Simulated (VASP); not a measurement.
Ru, 2 atoms in the cell. The structure is hexagonal, space group P6_3/mmc (No. 194). Conventional cell: a = 2.706 Å, b = 2.706 Å, c = 4.282 Å, α = 90.00°, β = 90.00°, γ = 120.00°. Ru (site symmetry -6m2) has 12 Ru at 2.65 to 2.71 Å within 3.5 Å. 

```yaml
Program: VASP 6.6.1
Task: relaxation of cell and atoms
Functional: PBEsol
Potentials_or_basis: VASP PAW PBE potentials, release 64 (Ru_pv)
Cutoff: 600 eV
k_mesh: 18 × 18 × 10
Occupations: gaussian, width 0.1 eV
Spin: no spin polarisation
Dipole_correction: no
Further_INCAR_settings: ALGO = Fast; EDIFF = 1e-06; IBRION = 2; EDIFFG = -0.005; NSW = 100; ISIF = 3
```

Potentials or basis: VASP PAW PBE potentials, release 64 (Ru_pv).

Run with:

```bash
$ cat potpaw_PBE.64/Ru_pv/POTCAR > POTCAR
$ mpirun -np 1 vasp_std > vasp.out
```

Hardware: 1 thread of Intel Xeon 8259CL, with other jobs on the host.

Problem. Estimate the wall time of this run.

Solution. It took 12 min on 1 thread of Intel Xeon 8259CL, with other jobs on the host, peak memory 0.25 GiB. Counts: scf iterations 56, k points 222, ion steps 7.
